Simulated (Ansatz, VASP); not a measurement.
# Two plane-wave programs on AlNi3

```
Al Ni
1.0
     0.00000    2.80189    2.80189
     2.80189    0.00000    2.80189
     2.80189    2.80189    0.00000
Al Ni
1 3
Direct
  0.50000 0.50000 0.50000
  0.25000 0.25000 0.25000
  0.00000 0.00000 0.00000
  0.75000 0.75000 0.75000
```

Alike in both runs: task single point; functional PBE; k mesh 14 × 14 × 14; occupations tetrahedron; no spin polarisation.

|  | VASP | Ansatz |
| --- | --- | --- |
| version | VASP 6.6.1 | Ansatz 0.2.0 |
| potentials or method | VASP PAW PBE potentials, release 64 (Al, Ni), cutoff 520 eV | scalar-relativistic, plane waves, PAW |
| valence electrons in the cell | 33 | 57 |

```csv
,VASP,Ansatz,Ansatz less VASP
gap on the k mesh at the Fermi level (eV),none,none,-
pressure (GPa),7.0,7.1,+0.10
```

A gap of «none» marks a metal or a gap that the smearing closes. VASP's potentials hold 33 valence electrons a cell and Ansatz's 57, so a difference there can come from the potentials and not from the codes. Ansatz's warnings: band table not solved further, tetrahedron derivatives may miss energy slope.
